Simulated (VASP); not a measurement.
Set up this calculation in VASP 6.6.1, as the native input.

* Task: single point
* Functional: PBE
* Dispersion: D3(BJ)
* Potentials or basis: VASP PAW PBE potentials, release 64 (Al)
* Cutoff: 520 eV
* k mesh: 18 × 18 × 6
* Occupations: gaussian, width 0.15 eV
* Spin: no spin polarisation
* Dipole correction: no
* Further INCAR settings: ALGO = Normal; EDIFF = 1e-06; NBANDS = 14

The structure of Al lies in POSCAR:

```
Al
1.0
    2.7838249248      0.0000000000      0.0000000000
   -1.3919124624      2.4108631046      0.0000000000
    0.0000000000      0.0000000000      8.9948167147
Al
4
Direct
    0.0000000000      0.0000000000      0.0000000000
    0.3333333333      0.6666666667      0.2500000000
    0.0000000000      0.0000000000      0.5000000000
    0.6666666667      0.3333333333      0.7500000000
```

This isn't the form of Al at room conditions, which is fcc.

These files were run (other wordings do the same):

INCAR

```
SYSTEM = Al
PREC = Accurate ; ENCUT = 520
EDIFF = 1E-6 ; ISMEAR = 0
SIGMA = 0.15 ; LREAL = .FALSE.
LASPH = .TRUE. ; NELM = 80
ALGO = Normal ; ISIF = 2
LWAVE = .FALSE. ; LCHARG = .FALSE.
GGA = PE ; IVDW = 12
NBANDS = 14
```

KPOINTS

```
regular mesh
0
G
  18 18 6
  0 0 0
```

Potentials or basis: VASP PAW PBE potentials, release 64 (Al).

Command:

```console
$ cat potpaw_PBE.64/Al/POTCAR > POTCAR
$ mpirun -np 1 vasp_std > vasp.out
```

It gave:

The pressure is 4.7 GPa, the band gap on the k mesh is zero (bands 6 and 7 overlap by 5.84 eV) and the dispersion energy per atom is -0.369 eV.

Caveat: the cell stands under pressure.

Run time: 36 s on 1 thread of Intel(R) Xeon(R) 6975P-C (Granite Rapids), with other jobs on the host, peak memory 0.25 GiB.
